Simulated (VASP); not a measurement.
A run of VASP 6.6.1 is set up as follows.

INCAR

```
PREC = Accurate
ENCUT = 520
EDIFF = 1E-6
ISMEAR = -1
SIGMA = 0.05
LREAL = False
LASPH = True
NELM = 150
ALGO = Fast
ISIF = 2
LWAVE = False
LCHARG = True
ISPIN = 2
MAGMOM = 1
LORBIT = 11
LMAXMIX = 6
GGA = CA
LELF = True
LVHAR = True
NBANDS = 22
```

KPOINTS

```
regular mesh
0
Gamma
  9 9 9
```

File POSCAR:

```
Yb
1.0
   -2.1370430817      2.1370430817      2.1370430817
    2.1370430817     -2.1370430817      2.1370430817
    2.1370430817      2.1370430817     -2.1370430817
Yb
1
Direct
    0.0000000000      0.0000000000      0.0000000000
```

Potentials or basis: VASP PAW PBE potentials, release 64 (Yb).

The run is started by

```bash
$ cat potpaw_PBE.64/Yb/POTCAR > POTCAR
$ mpirun -np 1 vasp_std > vasp.out
```

Problem. Predict the net moment.

Solution. 0.00 μB per cell.

Problem. Predict the band gap on the k mesh.

Solution. Zero (filled and empty bands overlap).

Problem. What does it give for the pressure?

Solution. -4.0 GPa.

Caveat: the cell stands under tension; the PAW data sets were made with another functional, which shifts forces and pressure a little; spin-orbit coupling is left out, which moves the levels of the heavy elements. The state reached can hang on the start; a lower one may exist.
